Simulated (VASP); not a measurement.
# F (C2/c) in VASP: notebook, part 2 of 2

VASP 6.6.1. The steps go on from the part before.

## 3. Single point, PBE+D3(BJ) (18.80 Å³/atom)

This run uses another cell than the first one, of 18.80 Å³/atom.

INCAR

```
ALGO = Normal
EDIFF = 1E-6
ENCUT = 520
GGA = PE
ISIF = 2
ISMEAR = 0
IVDW = 12
LASPH = T
LCHARG = T
LELF = T
LREAL = F
LVHAR = T
LWAVE = F
NBANDS = 22
NELM = 80
PREC = Accurate
SIGMA = 0.05
```

KPOINTS

```
k-points
0
Gamma
  8 8 4
```

POSCAR

```
F
1.0
    2.9392001414     -1.8311512074      0.3101824153
    2.9392001414      1.8311512074      0.3101824153
   -0.8571681216      0.0000000000      6.8971217806
F
4
Direct
    0.9138648456      0.5855481450      0.0939279973
    0.4144518550      0.0861351544      0.4060720027
    0.0861351544      0.4144518550      0.9060720027
    0.5855481450      0.9138648456      0.5939279973
```

Potentials or basis: VASP PAW PBE potentials, release 64 (F).

On the command line:

```bash
$ cat potpaw_PBE.64/F/POTCAR > POTCAR
$ mpirun -np 1 vasp_std > vasp.out
```

OUTCAR:

```text
EDIFF = 1E-6
   ENCUT = 520
   GGA = PE
   ISIF = 2
   ISMEAR = 0
   IVDW = 12
   LASPH = T
   LREAL = F
   NELM = 80
   PREC = Accurate
 IVDW          = 12

 ion  position               nearest neighbor table
   1  0.914  0.586  0.094-   3 1.45
   2  0.414  0.086  0.406-   4 1.45
   3  0.086  0.414  0.906-   1 1.45
   4  0.586  0.914  0.594-   2 1.45
[... 804 lines left out ...]

 Edisp (eV)   -0.09581

 E8    (eV) :    -0.0204

  FORCE on cell =-STRESS in cart. coord.  units (eV):
  Direction    XX          YY          ZZ          XY          YZ          ZX
  --------------------------------------------------------------------------------------
  -------------------------------------------------------------------------------------
  Total      -0.32267    -0.68282    -1.89114     0.00000     0.00000     0.20464
  in kB      -6.87312   -14.54476   -40.28326     0.00000     0.00000     4.35897
  external pressure =      -20.57 kB  Pullay stress =        0.00 kB

 VOLUME and BASIS-vectors are now :
 -----------------------------------------------------------------------------
  energy-cutoff  :      520.00
  volume of cell :       75.22
      direct lattice vectors                 reciprocal lattice vectors
     2.939200141 -1.831151207  0.310182415     0.167912052 -0.273052273  0.020867959
     2.939200141  1.831151207  0.310182415     0.167912052  0.273052273  0.020867959
    -0.857168122  0.000000000  6.897121781    -0.015102928  0.000000000  0.143111037

 POSITION                                       TOTAL-FORCE (eV/Angst)
 -----------------------------------------------------------------------------------
      4.32656     -0.60120      1.11292         0.076163     -0.291364     -0.586941
      1.12325     -0.60120      2.95600        -0.076163     -0.291364      0.586941
      0.69467      0.60120      6.40456        -0.076163      0.291364      0.586941
      3.89798      0.60120      4.56149         0.076163      0.291364     -0.586941
 -----------------------------------------------------------------------------------
    total drift:                                0.000000      0.000000      0.000000

  FREE ENERGIE OF THE ION-ELECTRON SYSTEM (eV)
  ---------------------------------------------------
  free  energy   TOTEN  =        -7.4063684171 eV

  energy  without entropy=       -7.4063684171  energy(sigma->0) =       -7.40636842
```

OSZICAR:

```text
N       E                     dE             d eps       ncg     rms          rms(c)
DAV:   1     0.190411378250E+03    0.19041E+03   -0.15555E+04  3464   0.116E+03
DAV:   2     0.126198842118E+01   -0.18915E+03   -0.18307E+03  4712   0.286E+02
DAV:   3    -0.884677509778E+01   -0.10109E+02   -0.10058E+02  3936   0.664E+01
DAV:   4    -0.891598736072E+01   -0.69212E-01   -0.69208E-01  3690   0.629E+00
DAV:   5    -0.891641835006E+01   -0.43099E-03   -0.43098E-03  3930   0.472E-01    0.111E+01
DAV:   6    -0.771444220416E+01    0.12020E+01   -0.40778E-01  3498   0.638E+00    0.631E+00
DAV:   7    -0.731218610252E+01    0.40226E+00   -0.56086E-01  3444   0.702E+00    0.654E-01
DAV:   8    -0.731032350339E+01    0.18626E-02   -0.67550E-02  3708   0.182E+00    0.107E-01
DAV:   9    -0.731047195966E+01   -0.14846E-03   -0.75089E-04  3798   0.203E-01    0.589E-02
DAV:  10    -0.731055597101E+01   -0.84011E-04   -0.91368E-05  3618   0.864E-02    0.166E-02
DAV:  11    -0.731055682279E+01   -0.85178E-06   -0.11257E-05  3750   0.314E-02    0.452E-03
DAV:  12    -0.731055685942E+01   -0.36627E-07   -0.91772E-07  2570   0.806E-03
   1 F= -.74063684E+01 E0= -.74063684E+01  d E =-.143633E-11
```

stdout:

```text
POSCAR found type information on POSCAR F
 POSCAR found :  1 types and       4 ions
 scaLAPACK will be used
 LDA part: xc-table for (Slater+PW92), standard interpolation
 POSCAR, INCAR and KPOINTS ok, starting setup
 FFT: planning ... GRIDC
 FFT: planning ... GRID_SOFT
 FFT: planning ... GRID
 WAVECAR not read
 entering main loop
```

Wall time 3.3 min (1 thread of Oxide Virtual Turin-like, shared host); peak memory 0.21 GiB.

Results:

- Free energy: -7.4064 eV
- Pressure: -2.1 GPa
- Largest force: 0.660 eV/Å
- Band gap on the k mesh: 2.66 eV
- Dispersion energy per atom: -0.024 eV

Forces in eV/Å, atoms in the order of the input:
```
F    0.076 -0.291 -0.587
F   -0.076 -0.291  0.587
F   -0.076  0.291  0.587
F    0.076  0.291 -0.587
```

Levels at points of the mesh, in eV from the valence-band top:
```
           k point  band 11  band 12  band 13  band 14  band 15  band 16  band 17  band 18
(0.00, 0.00, 0.00)    -0.30    -0.06    -0.06     0.00     2.66     3.32     8.88    11.50
(0.50, 0.00, 0.00)    -0.23    -0.22    -0.08    -0.07     3.06     3.06    12.79    12.80
(0.50, 0.50, 0.00)    -0.42    -0.35    -0.07    -0.05     2.82     3.28    12.71    13.80
(0.00, 0.00, 0.50)    -0.19    -0.19    -0.03    -0.03     2.97     2.97     9.74     9.74
(0.50, 0.00, 0.50)    -0.20    -0.19    -0.06    -0.05     3.04     3.04    13.33    13.36
(0.50, 0.50, 0.50)    -0.23    -0.23    -0.22    -0.22     3.05     3.05    13.25    13.25
```

A k mesh can miss the band edges.

## 4. Single point, PBE+D3(BJ) (18.80 Å³/atom)

This run uses another cell than the first one, of 18.80 Å³/atom.

INCAR

```
ALGO = Normal ; EDIFF = 1E-7
ENCUT = 520 ; GGA = PE
ISIF = 2 ; ISMEAR = 0
IVDW = 12 ; LASPH = True
LCHARG = False ; LREAL = False
LWAVE = False ; NBANDS = 22
NELM = 100 ; PREC = Accurate
SIGMA = 0.05
```

KPOINTS is that of step 3.

POSCAR

```
F
1.0
    2.8618623806     -1.8557284019      0.3020207345
    2.8618623806      1.8557284019      0.3020207345
   -0.8635919532      0.0000000000      6.9902291975
F
4
Direct
    0.9138648456      0.5855481450      0.0939279973
    0.4144518550      0.0861351544      0.4060720027
    0.0861351544      0.4144518550      0.9060720027
    0.5855481450      0.9138648456      0.5939279973
```

On the command line:

```bash
$ cat potpaw_PBE.64/F/POTCAR > POTCAR
$ mpirun -np 1 vasp_std > vasp.out
```

Wall time 2.6 min (1 thread of Oxide Virtual Turin-like, shared host); peak memory 0.21 GiB.

The run converged. Its results:

```yaml
Free_energy: -7.3673 eV
Pressure: -3.2 GPa
Largest_force: 1.203 eV/Å
Band_gap_on_the_k_mesh: 2.46 eV
Dispersion_energy_per_atom: -0.024 eV
```

Forces on the atoms (eV/Å):
```
F    0.137 -0.531 -1.071
F   -0.137 -0.531  1.071
F   -0.137  0.531  1.071
F    0.137  0.531 -1.071
```

Stress tensor (GPa, compression positive):
```
-0.68  0.00  0.80
 0.00 -2.15  0.00
 0.80  0.00 -6.92
```

Levels at points of the mesh, in eV from the valence-band top:
| k point | band 10 | band 11 | band 12 | band 13 | band 14 | band 15 | band 16 | band 17 | band 18 | band 19 |
| --- | --- | --- | --- | --- | --- | --- | --- | --- | --- | --- |
| (0.00, 0.00, 0.00) | -2.73 | -0.27 | -0.06 | -0.04 | 0.00 | 2.46 | 3.10 | 8.97 | 11.57 | 12.19 |
| (0.50, 0.00, 0.00) | -2.87 | -0.23 | -0.22 | -0.07 | -0.05 | 2.85 | 2.85 | 12.90 | 12.90 | 14.91 |
| (0.50, 0.50, 0.00) | -2.92 | -0.42 | -0.34 | -0.07 | -0.05 | 2.64 | 3.05 | 13.08 | 13.90 | 14.63 |
| (0.00, 0.00, 0.50) | -2.75 | -0.18 | -0.18 | -0.02 | -0.02 | 2.77 | 2.77 | 9.81 | 9.81 | 14.93 |
| (0.50, 0.00, 0.50) | -2.87 | -0.21 | -0.19 | -0.04 | -0.04 | 2.83 | 2.83 | 13.44 | 13.44 | 13.47 |
| (0.50, 0.50, 0.50) | -2.97 | -0.23 | -0.23 | -0.21 | -0.21 | 2.84 | 2.84 | 13.58 | 13.58 | 14.50 |

Caveat: the stress differs along the axes, from -7 to -1 GPa; forces of over 1 eV/Å act on the atoms, so gaps and moduli don't describe the material at rest.

## 5. Single point, PBE+D3(BJ) (18.80 Å³/atom)

This run uses another cell than the first one, of 18.80 Å³/atom.

INCAR

```
SYSTEM = F
  PREC = Accurate
  ENCUT = 520
  EDIFF = 1E-7
  ISMEAR = 0
  SIGMA = 0.05
  LREAL = .False.
  LASPH = .True.
  NELM = 100
  ALGO = Normal
  ISIF = 2
  LWAVE = .False.
  LCHARG = .True.
  GGA = PE
  IVDW = 12
  LELF = .True.
  LVHAR = .True.
  NBANDS = 22
```

KPOINTS

```
regular mesh
0
Gamma
  8 8 4
  0 0 0
```

POSCAR

```
F
1.0
    3.0189456296     -1.8068044096      0.3185981907
    3.0189456296      1.8068044096      0.3185981907
   -0.8509407994      0.0000000000      6.8048728080
F
4
Direct
    0.9138648456      0.5855481450      0.0939279973
    0.4144518550      0.0861351544      0.4060720027
    0.0861351544      0.4144518550      0.9060720027
    0.5855481450      0.9138648456      0.5939279973
```

On the command line:

```bash
$ cat potpaw_PBE.64/F/POTCAR > POTCAR
$ mpirun -np 1 vasp_std > vasp.out
```

It took 3.6 min on 1 thread of Oxide Virtual Turin-like, shared host; peak memory 0.21 GiB.

It converged, with:

| Property | Result |
| --- | --- |
| Free energy | -7.4209 eV |
| Pressure | -0.8 GPa |
| Largest force | 0.053 eV/Å |
| Band gap on the k mesh | 2.86 eV |
| Dispersion energy per atom | -0.024 eV |

Forces in eV/Å, atoms in the order of the input:
```
F    0.007 -0.024 -0.047
F   -0.007 -0.024  0.047
F   -0.007  0.024  0.047
F    0.007  0.024 -0.047
```

Stress tensor (GPa, compression positive):
```
-0.70  0.00  0.03
 0.00 -0.68  0.00
 0.03  0.00 -0.88
```

Levels at points of the mesh, in eV from the valence-band top:
| k point | band 10 | band 11 | band 12 | band 13 | band 14 | band 15 | band 16 | band 17 | band 18 | band 19 |
| --- | --- | --- | --- | --- | --- | --- | --- | --- | --- | --- |
| (0.00, 0.00, 0.00) | -3.10 | -0.32 | -0.09 | -0.06 | 0.00 | 2.86 | 3.55 | 8.78 | 11.44 | 12.23 |
| (0.50, 0.00, 0.00) | -3.25 | -0.23 | -0.22 | -0.10 | -0.09 | 3.28 | 3.28 | 12.69 | 12.70 | 14.93 |
| (0.50, 0.50, 0.00) | -3.21 | -0.43 | -0.37 | -0.07 | -0.04 | 3.01 | 3.52 | 12.35 | 13.69 | 14.20 |
| (0.00, 0.00, 0.50) | -3.14 | -0.20 | -0.20 | -0.05 | -0.05 | 3.18 | 3.18 | 9.66 | 9.66 | 15.05 |
| (0.50, 0.00, 0.50) | -3.26 | -0.20 | -0.19 | -0.07 | -0.06 | 3.25 | 3.26 | 13.22 | 13.25 | 13.33 |
| (0.50, 0.50, 0.50) | -3.25 | -0.23 | -0.23 | -0.22 | -0.22 | 3.26 | 3.26 | 12.92 | 12.92 | 14.36 |

A k mesh can miss the band edges.

## 6. The runs side by side

```tsv
cell	gap on the mesh (eV)	pressure (GPa)	largest force (eV/Å)
a = 3.367, b = 3.367, c = 7.025 Å, angles 90.8, 90.8, 66.7°, 4 atoms	2.49	-3.1	1.10
a = 3.477, b = 3.477, c = 6.950 Å, angles 90.9, 90.9, 63.6°, 4 atoms	2.66	-2.1	0.66
a = 3.424, b = 3.424, c = 7.043 Å, angles 90.9, 90.9, 65.6°, 4 atoms	2.46	-3.2	1.20
a = 3.533, b = 3.533, c = 6.858 Å, angles 90.9, 90.9, 61.5°, 4 atoms	2.86	-0.8	0.05
```

Alike in all rows: task single point; level PBE+D3(BJ); potentials or basis VASP PAW PBE potentials, release 64 (F); no spin polarisation; k mesh 8 × 8 × 4; cutoff (eV) 520; smearing gaussian 0.05 eV.

Caveats: the stress differs along the axes, from -7 to -1 GPa (at least some runs); forces of over 1 eV/Å act on the atoms, so gaps and moduli don't describe the material at rest (at least some runs).

Absolute energies hang on the potentials; compare differences alone.
